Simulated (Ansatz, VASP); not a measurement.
Mn3Sn: VASP beside Ansatz

```
Mn Sn
1.0
     4.88890    0.00000    0.00000
     0.00000    4.88890    0.00000
     0.00000    0.00000    4.88890
Mn Sn
6 2
Cartesian
  0.0000 2.4444 1.2222
  0.0000 2.4444 3.6667
  1.2222 0.0000 2.4444
  3.6667 0.0000 2.4444
  2.4444 3.6667 0.0000
  2.4444 1.2222 0.0000
  0.0000 0.0000 0.0000
  2.4444 2.4444 2.4444
```

Alike in both runs: task single point; functional PBE; k mesh 4 × 4 × 4; occupations gaussian, width 0.1 eV; collinear spin.

|  | VASP | Ansatz |
| --- | --- | --- |
| version | VASP 6.6.1 | Ansatz 0.2.0 |
| potentials or method | VASP PAW PBE potentials, release 64 (Mn_pv, Sn_d), cutoff 500 eV | scalar-relativistic, plane waves, PAW |
| valence electrons in the cell | 106 | 118 |

```csv
,VASP,Ansatz,Ansatz less VASP
gap on the k mesh at the Fermi level (eV),none,none,-
pressure (GPa),3.1,2.2,-0.84
net moment per atom (μB),2.01,1.97,-0.043
size of the moment on the site where the two differ most (μB),2.71,2.59,-0.117
```

Site moments also hang on the region over which each program counts them. A gap of «none» marks a metal or a gap that the smearing closes. With one functional, cell and mesh, what is left measures potentials, basis and numerics. VASP's potentials hold 106 valence electrons a cell and Ansatz's 118, so a difference there can come from the potentials and not from the codes.
